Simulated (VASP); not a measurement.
A run of VASP 6.6.1 is set up as follows.

Contents of POSCAR:

```
Zr
1.0
    3.2376121576      0.0000000000      0.0000000000
   -1.6188060788      2.8038543761      0.0000000000
    0.0000000000      0.0000000000     10.3920789931
Zr
4
Direct
    0.0000000000      0.0000000000      0.0000000000
    0.0000000000      0.0000000000      0.5000000000
    0.3333333333      0.6666666667      0.2500000000
    0.6666666667      0.3333333333      0.7500000000
```

Contents of INCAR.step1:

```
SYSTEM = Zr
ALGO = Normal
EDIFF = 1E-4
ENCUT = 520
GGA = PE
ISMEAR = -1
LASPH = .True.
LCHARG = .False.
LREAL = .False.
LWAVE = .True.
NBANDS = 32
NELM = 60
PREC = Accurate
SIGMA = 0.1
```

INCAR.step2

```
SYSTEM = Zr
ALGO = Normal
EDIFF = 1E-6
ENCUT = 520
ISIF = 2
ISMEAR = -1
ISTART = 1
LASPH = .True.
LCHARG = .False.
LMIXTAU = .True.
LREAL = .False.
LWAVE = .False.
METAGGA = R2SCAN
NBANDS = 32
NELM = 60
PREC = Accurate
SIGMA = 0.1
```

Contents of KPOINTS:

```
k-points
0
Gamma
  13 13 4
  0 0 0
```

Potentials or basis: VASP PAW PBE potentials, release 64 (Zr_sv).

Command:

```console
$ cat potpaw_PBE.64/Zr_sv/POTCAR > POTCAR
$ cp INCAR.step1 INCAR
$ mpirun -np 1 vasp_std > vasp.out
$ cp INCAR.step2 INCAR
$ mpirun -np 1 vasp_std > vasp.out
```

(1) Estimate the band gap on the k mesh.

(2) Estimate the pressure.

Answers

(1) zero (band 24 reaches 9.72 eV, above the bottom of band 25 at 8.25 eV).

(2) 0.1 GPa.

Caveat: the PAW data sets were made with another functional, which shifts forces and pressure a little.
